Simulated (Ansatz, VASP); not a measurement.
**Two plane-wave programs on Mg**

```xyz
1
Lattice="-1.7406 1.7406 1.7406 1.7406 -1.7406 1.7406 1.7406 1.7406 -1.7406" Properties=species:S:1:pos:R:3 pbc="T T T"
Mg    0.0000    0.0000    0.0000
```

Alike in both runs: task single point; functional PBE; k mesh 14 × 14 × 14; occupations fermi-dirac, width 0.1 eV; no spin polarisation.

|  | VASP | Ansatz |
| --- | --- | --- |
| version | VASP 6.6.1 | Ansatz 0.2.0 |
| potentials or method | VASP PAW PBE potentials, release 64 (Mg), cutoff 520 eV | plane waves (420 eV) with PAW, scalar-relativistic |
| valence electrons in the cell | 2 | 10 |

VASP gave:

```
pressure (GPa) : 3.4
```

**Question.** What did Ansatz give for the same quantities?

**Answer.** Pressure (GPa): 3.5.

With one functional, cell and mesh, what is left measures potentials, basis and numerics. VASP's potentials hold 2 valence electrons a cell and Ansatz's 10, so a difference there can come from the potentials and not from the codes.
